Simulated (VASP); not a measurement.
# CoSi (F-43m) in VASP: notebook, part 3 of 3

VASP 6.6.1. Earlier steps stand in the parts before.

## (5) Relaxation of cell and atoms, PBE

The input, INCAR:

```
SYSTEM = CoSi
PREC = Accurate
ENCUT = 600
EDIFF = 1E-6
ISMEAR = 0
SIGMA = 0.1
LREAL = .False.
LASPH = .True.
NELM = 60
ALGO = Normal
ISIF = 3
LWAVE = .False.
LCHARG = .False.
GGA = PE
IBRION = 2
NSW = 100
EDIFFG = -0.01
```

The input, KPOINTS:

```
regular mesh
0
Gamma
  14 14 14
  0 0 0
```

The input, POSCAR:

```
CoSi
1.0
    0.0000000000      2.5435862080      2.5435862080
    2.5435862080      0.0000000000      2.5435862080
    2.5435862080      2.5435862080      0.0000000000
Co Si
1 1
Direct
    0.0000000000      0.0000000000      0.0000000000
    0.2500000000      0.2500000000      0.2500000000
```

Potentials or basis: VASP PAW PBE potentials, release 64 (Co, Si).

Run with:

```
cat potpaw_PBE.64/Co/POTCAR potpaw_PBE.64/Si/POTCAR > POTCAR
mpirun -np 1 vasp_std > vasp.out
```

OUTCAR:

```text
SYSTEM = CoSi
   PREC = Accurate
   ENCUT = 600
   EDIFF = 1E-6
   ISMEAR = 0
   LREAL = .False.
   LASPH = .True.
   NELM = 60
   ISIF = 3
   GGA = PE
   IBRION = 2
   NSW = 100
   EDIFFG = -0.01

 ion  position               nearest neighbor table
   1  0.000  0.000  0.000-   2 2.20   2 2.20   2 2.20   2 2.20
   2  0.250  0.250  0.250-   1 2.20   1 2.20   1 2.20   1 2.20

  LATTYP: Found a face centered cubic cell.
 ALAT       =     5.0871724160

  Lattice vectors:

 A1 = (   0.0000000000,   2.5435862080,   2.5435862080)
 A2 = (   2.5435862080,   0.0000000000,   2.5435862080)
 A3 = (   2.5435862080,   2.5435862080,   0.0000000000)

Analysis of symmetry for initial positions (statically):
=====================================================================
 Subroutine PRICEL returns:
 Original cell was already a primitive cell.

 Routine SETGRP: Setting up the symmetry group for a
 face centered cubic supercell.

 Subroutine GETGRP returns: Found 24 space group operations
 (whereof 24 operations were pure point group operations)
 out of a pool of 48 trial point group operations.

The static configuration has the point symmetry T_d .

Analysis of symmetry for dynamics (positions and initial velocities):
=====================================================================
 Subroutine PRICEL returns:
 Original cell was already a primitive cell.

 Routine SETGRP: Setting up the symmetry group for a
 face centered cubic supercell.

 Subroutine GETGRP returns: Found 24 space group operations
 (whereof 24 operations were pure point group operations)
 out of a pool of 48 trial point group operations.

The dynamic configuration has the point symmetry T_d .

 Subroutine INISYM returns: Found 24 space group operations
 (whereof 24 operations are pure point group operations),
 and found     1 'primitive' translations

----------------------------------------------------------------------------------------

                                     Primitive cell

  volume of cell :      32.9131

  direct lattice vectors                    reciprocal lattice vectors
     0.000000000  2.543586208  2.543586208    -0.196572854  0.196572854  0.196572854
     2.543586208  0.000000000  2.543586208     0.196572854 -0.196572854  0.196572854
     2.543586208  2.543586208  0.000000000     0.196572854  0.196572854 -0.196572854

  length of vectors
     3.597174112  3.597174112  3.597174112     0.340474170  0.340474170  0.340474170

  position of ions in fractional coordinates (direct lattice)
     0.000000000  0.000000000  0.000000000
     0.250000000  0.250000000  0.250000000

  ion indices of the primitive-cell ions
   primitive index   ion index
                 1           1
                 2           2

----------------------------------------------------------------------------------------

 KPOINTS: regular mesh

Automatic generation of k-mesh.
 Grid dimensions read from file:
 generate k-points for:   14   14   14

 Generating k-lattice:

  Cartesian coordinates                     Fractional coordinates (reciprocal lattice)
    -0.014040918  0.014040918  0.014040918     0.071428571  0.000000000  0.000000000
     0.014040918 -0.014040918  0.014040918     0.000000000  0.071428571  0.000000000
     0.014040918  0.014040918 -0.014040918     0.000000000  0.000000000  0.071428571

  Length of vectors
     0.024319584  0.024319584  0.024319584

  Shift w.r.t. Gamma in fractional coordinates (k-lattice)
     0.000000000  0.000000000  0.000000000

 Subroutine IBZKPT returns following result:
 ===========================================

 Found    104 irreducible k-points:

 Following reciprocal coordinates:
            Coordinates               Weight
  0.000000  0.000000  0.000000      1.000000
  0.071429  0.000000  0.000000      8.000000
  0.142857  0.000000  0.000000      8.000000
  0.214286  0.000000  0.000000      8.000000
  0.285714  0.000000  0.000000      8.000000
  0.357143  0.000000  0.000000      8.000000
[... 16 lines left out ...]
  0.214286  0.142857  0.000000     24.000000
  0.285714  0.142857  0.000000     24.000000
 [... further k-points ...]
   k-points           NKPTS =    104   k-points in BZ     NKDIM =    104   number of bands    NBANDS=     10
   number of dos      NEDOS =    301   number of ions     NIONS =      2
   total plane-waves  NPLWV =  27000
   dimension x,y,z NGX =    30 NGY =   30 NGZ =   30
   dimension x,y,z NGXF=    60 NGYF=   60 NGZF=   60
   ions per type =               1   1
   NGX,Y,Z   is equivalent  to a cutoff of  13.86, 13.86, 13.86 a.u.
   NGXF,Y,Z  is equivalent  to a cutoff of  27.73, 27.73, 27.73 a.u.
 SYSTEM =  CoSi
   PREC   = accura    normal or accurate (medium, high low for compatibility)
   ISTART =      0    job   : 0-new  1-cont  2-samecut
   ICHARG =      2    charge: 1-file 2-atom 10-const
   ISPIN  =      1    spin polarized calculation?
   LNONCOLLINEAR =      F non collinear calculations
   LSORBIT =      F    spin-orbit coupling
   LASPH  =      T    aspherical Exc in radial PAW
   ENCUT  =  600.0 eV  44.10 Ry    6.64 a.u.   7.18  7.18  7.18*2*pi/ulx,y,z
   NELM   =     60;   NELMIN=  2; NELMDL= -5     # of ELM steps
   EDIFF  = 0.1E-05   stopping-criterion for ELM
   LREAL  =      F    real-space projection
   EDIFFG = -.1E-01   stopping-criterion for IOM
   NSW    =    100    number of steps for IOM
   IBRION =      2    ionic relax: 0-MD 1-quasi-New 2-CG
   NFREE  =      1    steps in history (QN), initial steepest desc. (CG)
   ISIF   =      3    stress and relaxation
   ISYM   =      2    0-nonsym 1-usesym 2-fastsym
   POTIM  = 0.5000    time-step for ionic-motion
   TEBEG  =    0.0;   TEEND  =   0.0 temperature during run
   PSTRESS=    0.0 pullay stress
   NELECT =      13.0000    total number of electrons
   NUPDOWN=      -1.0000    fix difference up-down
   EMIN   =  10.00;   EMAX   =-10.00  energy-range for DOS
   EFERMI =   0.00;   METHOD = LEGACY
   ISMEAR =     0;   SIGMA  =   0.10  broadening in eV -4-tet -1-fermi 0-gaus
   EFERMI_NEDOS =   21; number of points for ismear=-14 and -15
   IALGO  =     38    algorithm
   IMIX   =      4    mixing-type and parameters
     AMIX     =   0.40;   BMIX     =  1.00
     AMIX_MAG =   1.60;   BMIX_MAG =  1.00
  volume/ion in A,a.u.               =      16.46       111.05
  Fermi-wavevector in a.u.,A,eV,Ry     =   1.201156  2.269856 19.630162  1.442776
  Thomas-Fermi vector in A             =   2.336973
   LORBIT       =      0    0 simple, 1 ext, 2 COOP (PROOUT), +10 PAW based schemes
   GGA     = PE    functional components
   LHFCALC =     F    Hartree Fock is set to
   AEXX    =    0.0000 exact exchange contribution
   IVDW    =     0    specifies the selected vdW correction
   LEPSILON=     F    determine dielectric tensor
   LRPA    =     F    only Hartree local field effects (RPA)
 conjugate gradient relaxation of ions
 non-spin polarized calculation
 Gauss-broadening in eV      SIGMA  =   0.10
  energy-cutoff  :      600.00
  volume of cell :       32.91
 maximum number of plane-waves:      1117
 NGX is ok and might be reduce to    30
   NGX = 15   NGY = 15   NGZ = 15

 number of electron      13.0000001 magnetization

 Free energy of the ion-electron system (eV)
  ---------------------------------------------------
  ext. energy  EPLUGINS =         0.00000000
  ---------------------------------------------------
  free energy    TOTEN  =       -11.73013618 eV

  energy without entropy =      -11.72547696  energy(sigma->0) =      -11.72780657

 E-fermi :   6.0352     XC(G=0): -10.5527

 val. band max:        6.0187060162   @ k =   0.5000   0.4286   0.0714
 cond. band min:       6.1027804763   @ k =  -0.2857   0.2143   0.0714
 fundamental gap:      0.0840744601
 Fermi energy:         6.0351848533

 k-point     1 :       0.0000    0.0000    0.0000
  band No.  band energies     occupation
      1      -3.8553      2.00000
      2       3.7385      2.00000
      3       3.7385      2.00000
      4       3.7385      2.00000
      5       5.0255      2.00000
      6       5.0255      2.00000
      7      12.4707      0.00000
      8      12.4707      0.00000
      9      12.4707      0.00000
     10      13.7773      0.00000
[... 287 lines left out ...]
 k-point    24 :       0.2857    0.1429    0.0000
  band No.  band energies     occupation
      1      -2.7424      2.00000
      2       3.1798      2.00000
      3       3.9262      2.00000
      4       3.9648      2.00000
      5       4.8075      2.00000
      6       5.1540      2.00000
      7       8.0808      0.00000
      8       9.6894      0.00000
      9      10.3812      0.00000
     10      13.3254      0.00000

 [... further k-points ...]
[... 5 lines left out ...]
  --------------------------------------------------------------------------------------
  -------------------------------------------------------------------------------------
  Total       -0.0126368     -0.0126368     -0.0126368      0.0000000      0.0000000      0.0000000
  in kB       -0.6151478     -0.6151478     -0.6151478      0.0000000      0.0000000      0.0000000
  external PRESSURE =      -0.6151478 kB  Pullay stress =       0.0000000 kB

 VOLUME and BASIS-vectors are now :
 -----------------------------------------------------------------------------
  energy-cutoff  :      600.00
  volume of cell :       32.91
      direct lattice vectors                 reciprocal lattice vectors
     0.000000000  2.543586208  2.543586208    -0.196572854  0.196572854  0.196572854
     2.543586208  0.000000000  2.543586208     0.196572854 -0.196572854  0.196572854
     2.543586208  2.543586208  0.000000000     0.196572854  0.196572854 -0.196572854

 POSITION                                       TOTAL-FORCE (eV/Angst)
 -----------------------------------------------------------------------------------
      0.00000      0.00000      0.00000         0.000000      0.000000      0.000000
      1.27179      1.27179      1.27179        -0.000000     -0.000000     -0.000000
 -----------------------------------------------------------------------------------
    total drift:                               -0.000000     -0.000000     -0.000000

  FREE ENERGIE OF THE ION-ELECTRON SYSTEM (eV)
  ---------------------------------------------------
  free  energy   TOTEN  =       -11.7301361761 eV

  energy  without entropy=      -11.7254769629  energy(sigma->0) =      -11.72780657

 reached required accuracy - stopping structural energy minimisation
```

CONTCAR:

```text
CoSi
   1.00000000000000
     0.0000000000000000    2.5435862079999998    2.5435862079999998
     2.5435862079999998    0.0000000000000000    2.5435862079999998
     2.5435862079999998    2.5435862079999998    0.0000000000000000
  Co              Si
     1     1
Direct
     0.0000000000000000    0.0000000000000000    0.0000000000000000
     0.2500000000000000    0.2500000000000000    0.2500000000000000

  0.00000000E+00  0.00000000E+00  0.00000000E+00
  0.00000000E+00  0.00000000E+00  0.00000000E+00
```

Wall time 24 s (1 thread of Intel Xeon 6975P-C (Granite Rapids), shared host); peak memory 0.2 GiB.

What came out:

- Free energy: -11.7301 eV
- Pressure after relaxing: -0.1 GPa

Final structure:
```cif
data_structure
_symmetry_space_group_name_H-M 'P 1'
_symmetry_Int_Tables_number 1
_cell_length_a 3.5972
_cell_length_b 3.5972
_cell_length_c 3.5972
_cell_angle_alpha 60.000
_cell_angle_beta 60.000
_cell_angle_gamma 60.000
_cell_volume 32.91
loop_
_atom_site_label
_atom_site_type_symbol
_atom_site_fract_x
_atom_site_fract_y
_atom_site_fract_z
_atom_site_occupancy
Co1 Co 0.00000 0.00000 0.00000 1
Si1 Si 0.25000 0.25000 0.25000 1
```

Caveat: the relaxation stopped at its first step, so nothing moved. Spin polarisation is off, so any magnetic state and its effect on volume and gap are missing.

## (6) Overview

```tsv
task	cell	k mesh	cutoff (eV)	gap on the mesh (eV)	pressure (GPa)
single point	a = 3.597 Å, angles 60.0°, 2 atoms	8 × 8 × 8	520	none	0.0
relaxation of cell and atoms	relaxed from a = 3.501 Å, angles 60.0°, 2 atoms	8 × 8 × 8	600	none	0.0
single point	a = 3.597 Å, angles 60.0°, 2 atoms	14 × 14 × 14	520	none	0.0
relaxation of cell and atoms	relaxed from a = 3.597 Å, angles 60.0°, 2 atoms	14 × 14 × 14	600	none	-0.1
```

Alike in all rows: level PBE; potentials or basis VASP PAW PBE potentials, release 64 (Co, Si); no spin polarisation; smearing gaussian 0.1 eV.

Caveats: the relaxation stopped at its first step, so nothing moved (some runs).

Absolute energies hang on the potentials; compare differences alone.
